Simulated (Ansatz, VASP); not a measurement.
## SiC: VASP beside Ansatz

```xyz
4
Lattice="3.0754 0.0000 0.0000 -1.5377 2.6633 0.0000 0.0000 0.0000 5.0481" Properties=species:S:1:pos:R:3 pbc="T T T"
Si    0.0000    1.7756    2.5220
Si    1.5377    0.8878    5.0460
C     0.0000    1.7756    4.4192
C     1.5377    0.8878    1.8951
```

Alike in both runs: task single point; functional r2SCAN; k mesh 9 × 9 × 4; no spin polarisation.

|  | VASP | Ansatz |
| --- | --- | --- |
| version | VASP 6.6.1 | Ansatz 0.2.0 |
| potentials or method | VASP PAW PBE potentials, release 64 (Si, C) | plane waves, PAW |
| plane-wave cutoff (eV) | 520 | 500 |
| occupations | gaussian, width 0.01 eV | fixed |
| valence electrons in the cell | 16 | 16 |

|  | VASP | Ansatz | Ansatz less VASP |
| --- | --- | --- | --- |
| gap on the k mesh at the Fermi level (eV) | 2.66 | 2.65 | -0.007 |
| pressure (GPa) | -0.2 | 0.0 | +0.18 |

VASP's potentials were made for PBE, not for r2SCAN.
